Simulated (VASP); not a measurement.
# SnSe in VASP: a series of runs

Runs on SnSe. Level: LDA. Tasks: single point.

Program: VASP 6.6.1. These are calculated values, not measurements. Logs are shortened: lines on timing, memory, paths and dates and some standing lists are left out, and cuts for length are marked.

### Step 1. The cell of the first run

The cell holds a slab with vacuum, 4 atoms: a = 4.190 Å, b = 4.190 Å, c = 10.980 Å, α = 90.00°, β = 90.00°, γ = 90.00°.

### Step 2. Single point, LDA (atom 3 (Se) moved -0.200 Å towards its neighbour atom 1 (Sn) at 2.675 Å)

Input file INCAR:

```
ALGO = Normal
EDIFF = 1E-6
ENCUT = 500
GGA = CA
GGA_COMPAT = F
ISIF = 2
ISMEAR = 0
LASPH = T
LCHARG = T
LELF = T
LREAL = F
LVHAR = T
LWAVE = F
NBANDS = 28
NELM = 120
PREC = Accurate
SIGMA = 0.05
```

Input file KPOINTS:

```
k-points
0
Gamma
  6 6 4
```

Input file POSCAR:

```
SnSe
1.0
    4.1898989379      0.0000000000      0.0000000000
    0.0000000000      4.1898989379      0.0000000000
    0.0000000000      0.0000000000     10.9796229414
Sn Se
2 2
Direct
    0.5000000000      0.0000000000      0.3781633338
    0.0000000000      0.5000000000      0.6218366662
    0.5000000000      0.0000000000      0.6399937747
    0.0000000000      0.5000000000      0.3782217871
```

Potentials or basis: VASP PAW LDA potentials, release 64 (Sn_d, Se).

Run with:

```bash
$ cat potpaw_LDA.64/Sn_d/POTCAR potpaw_LDA.64/Se/POTCAR > POTCAR
$ mpirun -np 1 vasp_std > vasp.out
```

OUTCAR:

```text
EDIFF = 1E-6
   ENCUT = 500
   GGA = CA
   ISIF = 2
   ISMEAR = 0
   LASPH = T
   LREAL = F
   NELM = 120
   PREC = Accurate

 ion  position               nearest neighbor table
   1  0.500  0.000  0.378-   3 2.87   4 2.96   4 2.96   4 2.96   4 2.96
   2  0.000  0.500  0.622-   4 2.67   3 2.97   3 2.97   3 2.97   3 2.97
   3  0.500  0.000  0.640-   1 2.87   2 2.97   2 2.97   2 2.97   2 2.97
   4  0.000  0.500  0.378-   2 2.67   1 2.96   1 2.96   1 2.96   1 2.96

  LATTYP: Found a simple tetragonal cell.
 ALAT       =     4.1898989379
 C/A-ratio  =     2.6204982755

  Lattice vectors:

 A1 = (   4.1898989379,   0.0000000000,   0.0000000000)
 A2 = (   0.0000000000,   4.1898989379,   0.0000000000)
 A3 = (   0.0000000000,   0.0000000000,  10.9796229414)

Analysis of symmetry for initial positions (statically):
=====================================================================
 Subroutine PRICEL returns:
 Original cell was already a primitive cell.

 Routine SETGRP: Setting up the symmetry group for a
 simple tetragonal supercell.

 Subroutine GETGRP returns: Found  8 space group operations
 (whereof  4 operations were pure point group operations)
 out of a pool of 16 trial point group operations.

The static configuration has the point symmetry C_2v.
 The point group associated with its full space group is C_4v.

Analysis of symmetry for dynamics (positions and initial velocities):
=====================================================================
 Subroutine PRICEL returns:
 Original cell was already a primitive cell.

 Routine SETGRP: Setting up the symmetry group for a
 simple tetragonal supercell.

 Subroutine GETGRP returns: Found  8 space group operations
 (whereof  4 operations were pure point group operations)
 out of a pool of 16 trial point group operations.

The dynamic configuration has the point symmetry C_2v.
 The point group associated with its full space group is C_4v.

 Subroutine INISYM returns: Found  8 space group operations
 (whereof  4 operations are pure point group operations),
 and found     1 'primitive' translations

----------------------------------------------------------------------------------------

                                     Primitive cell

  volume of cell :     192.7501

  direct lattice vectors                    reciprocal lattice vectors
     4.189898938  0.000000000  0.000000000     0.238669241  0.000000000  0.000000000
     0.000000000  4.189898938  0.000000000     0.000000000  0.238669241  0.000000000
     0.000000000  0.000000000 10.979622941     0.000000000  0.000000000  0.091077809

  length of vectors
     4.189898938  4.189898938 10.979622941     0.238669241  0.238669241  0.091077809

  position of ions in fractional coordinates (direct lattice)
     0.500000000  0.000000000  0.378163334
     0.000000000  0.500000000  0.621836666
     0.500000000  0.000000000  0.639993775
     0.000000000  0.500000000  0.378221787

  ion indices of the primitive-cell ions
   primitive index   ion index
                 1           1
                 2           2
                 3           3
                 4           4

----------------------------------------------------------------------------------------

 KPOINTS: k-points

Automatic generation of k-mesh.
 Grid dimensions read from file:
 generate k-points for:    6    6    4

 Generating k-lattice:

  Cartesian coordinates                     Fractional coordinates (reciprocal lattice)
     0.039778207  0.000000000  0.000000000     0.166666667  0.000000000  0.000000000
     0.000000000  0.039778207  0.000000000     0.000000000  0.166666667  0.000000000
     0.000000000  0.000000000  0.022769452     0.000000000  0.000000000  0.250000000

  Length of vectors
     0.039778207  0.039778207  0.022769452

  Shift w.r.t. Gamma in fractional coordinates (k-lattice)
     0.000000000  0.000000000  0.000000000

 Subroutine IBZKPT returns following result:
 ===========================================

 Found     30 irreducible k-points:

 Following reciprocal coordinates:
            Coordinates               Weight
  0.000000  0.000000  0.000000      1.000000
  0.166667  0.000000  0.000000      4.000000
  0.333333  0.000000  0.000000      4.000000
  0.500000  0.000000  0.000000      2.000000
  0.166667  0.166667  0.000000      4.000000
  0.333333  0.166667  0.000000      8.000000
[... 16 lines left out ...]
  0.333333  0.000000  0.500000      4.000000
  0.500000  0.000000  0.500000      2.000000
 [... further k-points ...]
   k-points           NKPTS =     30   k-points in BZ     NKDIM =     30   number of bands    NBANDS=     28
   number of dos      NEDOS =    301   number of ions     NIONS =      4
   total plane-waves  NPLWV =  81920
   dimension x,y,z NGX =    32 NGY =   32 NGZ =   80
   dimension x,y,z NGXF=    64 NGYF=   64 NGZF=  160
   ions per type =               2   2
   NGX,Y,Z   is equivalent  to a cutoff of  12.70, 12.70, 12.11 a.u.
   NGXF,Y,Z  is equivalent  to a cutoff of  25.39, 25.39, 24.23 a.u.
 SYSTEM =  unknown system
   PREC   = accura    normal or accurate (medium, high low for compatibility)
   ISTART =      0    job   : 0-new  1-cont  2-samecut
   ICHARG =      2    charge: 1-file 2-atom 10-const
   ISPIN  =      1    spin polarized calculation?
   LNONCOLLINEAR =      F non collinear calculations
   LSORBIT =      F    spin-orbit coupling
   LASPH  =      T    aspherical Exc in radial PAW
   ENCUT  =  500.0 eV  36.75 Ry    6.06 a.u.   7.64  7.64 20.02*2*pi/ulx,y,z
   NELM   =    120;   NELMIN=  2; NELMDL= -5     # of ELM steps
   EDIFF  = 0.1E-05   stopping-criterion for ELM
   LREAL  =      F    real-space projection
   EDIFFG = 0.1E-04   stopping-criterion for IOM
   NSW    =      0    number of steps for IOM
   IBRION =     -1    ionic relax: 0-MD 1-quasi-New 2-CG
   NFREE  =      0    steps in history (QN), initial steepest desc. (CG)
   ISIF   =      2    stress and relaxation
   ISYM   =      2    0-nonsym 1-usesym 2-fastsym
   POTIM  = 0.5000    time-step for ionic-motion
   TEBEG  =    0.0;   TEEND  =   0.0 temperature during run
   PSTRESS=    0.0 pullay stress
   NELECT =      40.0000    total number of electrons
   NUPDOWN=      -1.0000    fix difference up-down
   EMIN   =  10.00;   EMAX   =-10.00  energy-range for DOS
   EFERMI =   0.00;   METHOD = LEGACY
   ISMEAR =     0;   SIGMA  =   0.05  broadening in eV -4-tet -1-fermi 0-gaus
   EFERMI_NEDOS =   21; number of points for ismear=-14 and -15
   IALGO  =     38    algorithm
   IMIX   =      4    mixing-type and parameters
     AMIX     =   0.40;   BMIX     =  1.00
     AMIX_MAG =   1.60;   BMIX_MAG =  1.00
  volume/ion in A,a.u.               =      48.19       325.19
  Fermi-wavevector in a.u.,A,eV,Ry     =   0.969237  1.831592 12.781590  0.939420
  Thomas-Fermi vector in A             =   2.099273
   LORBIT       =      0    0 simple, 1 ext, 2 COOP (PROOUT), +10 PAW based schemes
   GGA     = CA    functional components
   LHFCALC =     F    Hartree Fock is set to
   AEXX    =    0.0000 exact exchange contribution
   IVDW    =     0    specifies the selected vdW correction
   LEPSILON=     F    determine dielectric tensor
   LRPA    =     F    only Hartree local field effects (RPA)
 non-spin polarized calculation
 Gauss-broadening in eV      SIGMA  =   0.05
  energy-cutoff  :      500.00
  volume of cell :      192.75
 maximum number of plane-waves:      4921
 NGX is ok and might be reduce to    32
   NGX = 15   NGY = 15   NGZ = 41

 number of electron      39.9999991 magnetization

 Free energy of the ion-electron system (eV)
  ---------------------------------------------------
  ext. energy  EPLUGINS =         0.00000000
  ---------------------------------------------------
  free energy    TOTEN  =       -18.40089719 eV

  energy without entropy =      -18.40089719  energy(sigma->0) =      -18.40089719

 E-fermi :   1.3770     XC(G=0):  -6.4018

 val. band max:        1.1090977688   @ k =   0.5000   0.0000   0.0000
 cond. band min:       2.1587856275   @ k =   0.5000   0.0000   0.0000
 fundamental gap:      1.0496878587
 Fermi energy:         1.3769638029

 k-point     1 :       0.0000    0.0000    0.0000
  band No.  band energies     occupation
      1     -20.4059      2.00000
      2     -20.3885      2.00000
      3     -20.3841      2.00000
      4     -20.3764      2.00000
      5     -20.3764      2.00000
      6     -20.1536      2.00000
[... 20 lines left out ...]
     27       6.2901      0.00000
     28       6.3422      0.00000

 k-point     2 :       0.1667    0.0000    0.0000
  band No.  band energies     occupation
      1     -20.4034      2.00000
      2     -20.3867      2.00000
      3     -20.3852      2.00000
      4     -20.3776      2.00000
      5     -20.3763      2.00000
      6     -20.1517      2.00000
[... 20 lines left out ...]
     27       5.4335      0.00000
     28       6.1399      0.00000

 k-point     3 :       0.3333    0.0000    0.0000
  band No.  band energies     occupation
      1     -20.3995      2.00000
      2     -20.3919      2.00000
      3     -20.3801      2.00000
      4     -20.3772      2.00000
      5     -20.3761      2.00000
      6     -20.1483      2.00000
[... 20 lines left out ...]
     27       5.5613      0.00000
     28       7.2689      0.00000

 k-point     4 :       0.5000    0.0000    0.0000
  band No.  band energies     occupation
      1     -20.3980      2.00000
      2     -20.3945      2.00000
      3     -20.3813      2.00000
      4     -20.3760      2.00000
      5     -20.3728      2.00000
      6     -20.1468      2.00000
[... 578 lines left out ...]
     27       5.8132      0.00000
     28       6.1431      0.00000

 k-point    23 :       0.3333    0.0000    0.5000
  band No.  band energies     occupation
      1     -20.3995      2.00000
      2     -20.3919      2.00000
      3     -20.3801      2.00000
      4     -20.3772      2.00000
      5     -20.3761      2.00000
      6     -20.1483      2.00000
[... 20 lines left out ...]
     27       6.2412      0.00000
     28       6.9459      0.00000

 k-point    24 :       0.5000    0.0000    0.5000
  band No.  band energies     occupation
      1     -20.3980      2.00000
      2     -20.3945      2.00000
      3     -20.3813      2.00000
      4     -20.3760      2.00000
      5     -20.3728      2.00000
      6     -20.1468      2.00000
[... 20 lines left out ...]
     27       6.9735      0.00000
     28       7.1477      0.00000

 [... further k-points ...]

------------------------ aborting loop because EDIFF is reached ----------------------------------------

  FORCE on cell =-STRESS in cart. coord.  units (eV):
  Direction    XX          YY          ZZ          XY          YZ          ZX
  --------------------------------------------------------------------------------------
  -------------------------------------------------------------------------------------
  Total       -0.3867569     -0.3867569     -1.7476794      0.0000000      0.0000000      0.0000000
  in kB       -3.2148017     -3.2148017    -14.5270629      0.0000000      0.0000000      0.0000000
  external PRESSURE =      -6.9855554 kB  Pullay stress =       0.0000000 kB

 VOLUME and BASIS-vectors are now :
 -----------------------------------------------------------------------------
  energy-cutoff  :      500.00
  volume of cell :      192.75
      direct lattice vectors                 reciprocal lattice vectors
     4.189898938  0.000000000  0.000000000     0.238669241  0.000000000  0.000000000
     0.000000000  4.189898938  0.000000000     0.000000000  0.238669241  0.000000000
     0.000000000  0.000000000 10.979622941     0.000000000  0.000000000  0.091077809

 POSITION                                       TOTAL-FORCE (eV/Angst)
 -----------------------------------------------------------------------------------
      2.09495      0.00000      4.15209         0.000000      0.000000      0.702125
      0.00000      2.09495      6.82753         0.000000      0.000000      0.260382
      2.09495      0.00000      7.02689         0.000000      0.000000     -0.840964
      0.00000      2.09495      4.15273         0.000000      0.000000     -0.121543
 -----------------------------------------------------------------------------------
    total drift:                                0.000000      0.000000     -0.000278

  FREE ENERGIE OF THE ION-ELECTRON SYSTEM (eV)
  ---------------------------------------------------
  free  energy   TOTEN  =       -18.4008971931 eV

  energy  without entropy=      -18.4008971931  energy(sigma->0) =      -18.40089719
```

Wall time 70 s (1 thread of Intel Xeon 6975P-C (Granite Rapids), shared host); peak memory 0.3 GiB.

Results:

```yaml
Free_energy: -18.4009 eV
Largest_force: 0.841 eV/Å
Band_gap_on_the_k_mesh: 1.05 eV, direct
```

Forces in eV/Å, atoms in the order of the input:
```
Sn   0.000  0.000  0.702
Sn   0.000  0.000  0.260
Se   0.000  0.000 -0.841
Se   0.000  0.000 -0.122
```

Levels at points of the mesh, in eV from the valence-band top:
```tsv
k point	band 17	band 18	band 19	band 20	band 21	band 22	band 23	band 24
(0.00, 0.00, 0.00)	-3.41	-2.28	-2.28	-1.14	1.36	3.39	3.50	4.45
(0.50, 0.00, 0.00)	-2.00	-1.66	-0.40	0.00	1.05	1.22	1.52	1.80
(0.50, 0.50, 0.00)	-3.97	-3.97	-2.16	-2.03	2.65	3.32	3.91	3.91
(0.00, 0.00, 0.50)	-3.41	-2.28	-2.28	-1.14	1.23	3.39	4.32	4.59
(0.50, 0.00, 0.50)	-2.00	-1.66	-0.40	0.00	1.05	1.23	1.52	1.80
(0.50, 0.50, 0.50)	-3.97	-3.97	-2.16	-2.03	2.63	3.29	3.94	3.94
```

Caveat: the cell differs from its parent crystal (atom 3 (Se) moved -0.200 Å towards its neighbour atom 1 (Sn) at 2.675 Å); spin-orbit coupling is left out, which moves the levels of the heavy elements.

### Step 3. Single point, LDA (atom 3 (Se) moved +0.150 Å towards its neighbour atom 1 (Sn) at 2.675 Å)

Input file INCAR:

```
PREC     = Accurate       # precision mode
ENCUT    = 500            # plane-wave cutoff, eV
EDIFF    = 1E-6           # SCF threshold, eV
ISMEAR   = 0              # smearing method
SIGMA    = 0.05           # smearing width, eV
LREAL    = F              # projectors in reciprocal space
LASPH    = T              # aspherical terms in the spheres
NELM     = 120            # most SCF steps
ALGO     = Normal         # electronic algorithm
ISIF     = 2              # what is computed and relaxed
LWAVE    = F              # write WAVECAR
LCHARG   = F              # write CHGCAR
GGA      = CA             # functional
NBANDS   = 28             # bands
GGA_COMPAT= F
```

Input file KPOINTS:

```
Automatic mesh
0
Gamma
  6 6 4
```

Changes to POSCAR since step 2:

```diff
@@ -10,3 +10,3 @@
     0.0000000000      0.5000000000      0.6218366662
-    0.5000000000      0.0000000000      0.6399937747
+    0.5000000000      0.0000000000      0.6081165416
     0.0000000000      0.5000000000      0.3782217871
```

Potentials or basis: VASP PAW LDA potentials, release 64 (Sn_d, Se).

Run with:

```bash
$ cat potpaw_LDA.64/Sn_d/POTCAR potpaw_LDA.64/Se/POTCAR > POTCAR
$ mpirun -np 1 vasp_std > vasp.out
```

OUTCAR:

```text
PREC = Accurate
   ENCUT = 500
   EDIFF = 1E-6
   ISMEAR = 0
   LREAL = F
   LASPH = T
   NELM = 120
   ISIF = 2
   GGA = CA

 ion  position               nearest neighbor table
   1  0.500  0.000  0.378-   3 2.52   4 2.96   4 2.96   4 2.96   4 2.96
   2  0.000  0.500  0.622-   4 2.67   3 2.97   3 2.97   3 2.97   3 2.97
   3  0.500  0.000  0.608-   1 2.52   2 2.97   2 2.97   2 2.97   2 2.97
   4  0.000  0.500  0.378-   2 2.67   1 2.96   1 2.96   1 2.96   1 2.96

  LATTYP: Found a simple tetragonal cell.
 ALAT       =     4.1898989379
 C/A-ratio  =     2.6204982755

  Lattice vectors:

 A1 = (   4.1898989379,   0.0000000000,   0.0000000000)
 A2 = (   0.0000000000,   4.1898989379,   0.0000000000)
 A3 = (   0.0000000000,   0.0000000000,  10.9796229414)

Analysis of symmetry for initial positions (statically):
=====================================================================
 Subroutine PRICEL returns:
 Original cell was already a primitive cell.

 Routine SETGRP: Setting up the symmetry group for a
 simple tetragonal supercell.

[... 171 lines left out ...]
  energy without entropy =      -18.40772533  energy(sigma->0) =      -18.40772533

 E-fermi :   1.0870     XC(G=0):  -6.3145

 val. band max:        0.8588244258   @ k =   0.3333   0.0000   0.5000
 cond. band min:       2.1702515842   @ k =   0.3333   0.0000   0.5000
 fundamental gap:      1.3114271584
 Fermi energy:         1.0870424322

 k-point     1 :       0.0000    0.0000    0.0000
  band No.  band energies     occupation
      1     -20.3571      2.00000
      2     -20.3518      2.00000
      3     -20.3396      2.00000
      4     -20.3037      2.00000
      5     -20.3037      2.00000
      6     -20.1385      2.00000
[... 733 lines left out ...]
     27       7.0520      0.00000
     28       7.2226      0.00000

 [... further k-points ...]

------------------------ aborting loop because EDIFF is reached ----------------------------------------

  FORCE on cell =-STRESS in cart. coord.  units (eV):
  Direction    XX          YY          ZZ          XY          YZ          ZX
  --------------------------------------------------------------------------------------
  -------------------------------------------------------------------------------------
  Total        0.3067533      0.3067533      2.7452443      0.0000000      0.0000000      0.0000000
  in kB        2.5497951      2.5497951     22.8190237      0.0000000      0.0000000      0.0000000
  external PRESSURE =       9.3062046 kB  Pullay stress =       0.0000000 kB

 VOLUME and BASIS-vectors are now :
 -----------------------------------------------------------------------------
  energy-cutoff  :      500.00
  volume of cell :      192.75
      direct lattice vectors                 reciprocal lattice vectors
     4.189898938  0.000000000  0.000000000     0.238669241  0.000000000  0.000000000
     0.000000000  4.189898938  0.000000000     0.000000000  0.238669241  0.000000000
     0.000000000  0.000000000 10.979622941     0.000000000  0.000000000  0.091077809

 POSITION                                       TOTAL-FORCE (eV/Angst)
 -----------------------------------------------------------------------------------
      2.09495      0.00000      4.15209         0.000000      0.000000     -1.162320
      0.00000      2.09495      6.82753         0.000000      0.000000     -0.112213
      2.09495      0.00000      6.67689         0.000000      0.000000      1.216646
      0.00000      2.09495      4.15273         0.000000      0.000000      0.057888
 -----------------------------------------------------------------------------------
    total drift:                                0.000000      0.000000      0.000098

  FREE ENERGIE OF THE ION-ELECTRON SYSTEM (eV)
  ---------------------------------------------------
  free  energy   TOTEN  =       -18.4077253305 eV

  energy  without entropy=      -18.4077253305  energy(sigma->0) =      -18.40772533
```

It took 68 s on 1 thread of Intel Xeon 6975P-C (Granite Rapids), shared host; peak memory 0.29 GiB.

Results:

| Property | Result |
| --- | --- |
| Free energy | -18.4077 eV |
| Largest force | 1.217 eV/Å |
| Band gap on the k mesh | 1.31 eV, direct |

Forces in eV/Å, atoms in the order of the input:
```
Sn   0.000  0.000 -1.162
Sn   0.000  0.000 -0.112
Se   0.000  0.000  1.217
Se   0.000  0.000  0.058
```

Levels at points of the mesh, in eV from the valence-band top:
```tsv
k point	band 16	band 17	band 18	band 19	band 20	band 21	band 22	band 23	band 24	band 25
(0.00, 0.00, 0.00)	-3.44	-3.44	-1.95	-1.95	-0.39	1.52	3.43	3.72	4.46	4.46
(0.50, 0.00, 0.00)	-2.46	-1.92	-1.64	-0.51	-0.10	1.46	1.59	1.85	2.07	2.90
(0.50, 0.50, 0.00)	-5.35	-3.60	-3.60	-1.86	-1.84	3.49	4.09	4.37	4.37	5.23
(0.00, 0.00, 0.50)	-3.44	-3.44	-1.95	-1.95	-0.39	1.38	3.43	4.46	4.46	4.77
(0.50, 0.00, 0.50)	-2.46	-1.92	-1.64	-0.52	-0.10	1.46	1.59	1.85	2.07	2.84
(0.50, 0.50, 0.50)	-5.35	-3.60	-3.60	-1.86	-1.84	3.46	4.05	4.40	4.40	5.21
```

Caveat: the cell differs from its parent crystal (atom 3 (Se) moved +0.150 Å towards its neighbour atom 1 (Sn) at 2.675 Å); spin-orbit coupling is left out, which moves the levels of the heavy elements.

(Part 1 of 2 ends here.)
